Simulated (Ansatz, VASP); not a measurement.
**Two plane-wave programs on Cd**

```
Cd
1.0
     2.55284   -3.11750    0.00000
     2.55284    3.11750    0.00000
     0.00000    0.00000    5.64342
Cd
4
Direct
  0.22660 0.77340 0.12492
  0.72660 0.27340 0.37508
  0.77340 0.22660 0.87508
  0.27340 0.72660 0.62492
```

Alike in both runs: functional PBEsol; k mesh 4 × 4 × 4; occupations gaussian, width 0.1 eV; no spin polarisation.

Ansatz relaxed the structure, and its values are those at the end. VASP's run is a single point on that final structure, the one shown.

```csv
,VASP,Ansatz
version,VASP 6.6.1,Ansatz 0.2.0
potentials or method,"VASP PAW PBE potentials, release 64 (Cd), cutoff 520 eV","scalar-relativistic, plane waves, PAW"
valence electrons in the cell,48,80
```

|  | VASP | Ansatz | Ansatz less VASP |
| --- | --- | --- | --- |
| gap on the k mesh at the Fermi level (eV) | none | none | - |
| pressure (GPa) | 0.4 | 0.0 | -0.38 |

VASP's potentials were made for PBE, not for PBEsol. A gap of «none» marks a metal or a gap that the smearing closes. With one functional, cell and mesh, what is left measures potentials, basis and numerics. VASP's potentials hold 48 valence electrons a cell and Ansatz's 80, so a difference there can come from the potentials and not from the codes.

The k mesh is coarse, so the values compare programs but aren't converged.
